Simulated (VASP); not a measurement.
Ir: single point with PBEsol

The system is Ir.

```
Ir
1.0
     2.75138    0.00000    0.00000
    -1.37569    2.38276    0.00000
     0.00000    0.00000    4.46229
Ir
2
Direct
  0.53768 0.23891 0.75000
  0.33333 0.66667 0.25000
```

This cell differs from its parent crystal: atom 1 (Ir) moved by (-0.225, -0.225) A along x and y.

```json
{
 "Program": "VASP 6.6.1",
 "Task": "single point",
 "Functional": "PBEsol",
 "Potentials or basis": "VASP PAW PBE potentials, release 64 (Ir)",
 "Cutoff": "520 eV",
 "k mesh": "18 × 18 × 12",
 "Occupations": "gaussian, width 0.15 eV",
 "Spin": "no spin polarisation",
 "Dipole correction": "no",
 "Further INCAR settings": "ALGO = Fast; EDIFF = 1e-07; NBANDS = 16"
}
```

| Item | Value |
| --- | --- |
| Pressure | -8.2 GPa |
| Largest force | 1.254 eV/Å |
| Band gap on the k mesh | zero (bands 9 and 10 overlap by 3.08 eV) |

Forces on the atoms (eV/Å):
```
Ir   0.839  0.932  0.000
Ir  -0.839 -0.932  0.000
```

Stress tensor (GPa, compression positive):
```
-11.79   1.22   0.00
  1.22 -10.42   0.00
  0.00   0.00  -2.36
```

Levels at points of the mesh, in eV from the Fermi level:
```csv
k point,band 5,band 6,band 7,band 8,band 9,band 10,band 11,band 12,band 13,band 14
"(0.00, 0.00, 0.00)",-3.27,-2.97,-2.86,-2.58,-1.01,-0.70,-0.67,1.24,7.03,14.22
"(0.50, 0.00, 0.00)",-2.70,-2.35,-1.95,0.89,1.08,1.20,2.21,4.95,7.04,7.93
"(0.00, 0.50, 0.00)",-3.90,-3.43,-3.02,0.51,0.68,1.27,3.45,3.80,8.97,9.84
"(0.50, 0.50, 0.00)",-3.47,-3.24,-3.23,0.24,0.78,1.16,3.10,4.15,8.31,10.54
"(0.00, 0.00, 0.50)",-3.67,-3.67,-3.45,-3.45,-0.77,-0.77,-0.24,-0.24,13.75,13.75
"(0.50, 0.00, 0.50)",-2.22,-2.22,-1.66,-1.66,1.04,1.04,2.99,2.99,6.58,6.58
"(0.00, 0.50, 0.50)",-1.67,-1.67,-0.05,-0.05,0.96,0.96,1.57,1.57,7.98,7.98
"(0.50, 0.50, 0.50)",-1.69,-1.69,-0.33,-0.33,0.98,0.98,1.92,1.92,7.69,7.69
```

Run time: 5 min on 1 thread of Intel(R) Xeon(R) 6975P-C (Granite Rapids), with other jobs on the host, peak memory 0.53 GiB.

Caveat: the cell differs from its parent crystal (atom 1 (Ir) moved by (-0.225, -0.225) A along x and y); the stress differs along the axes, from -12 to -2 GPa; the PAW data sets were made with another functional, which shifts forces and pressure a little; spin-orbit coupling is left out, which moves the levels of the heavy elements.
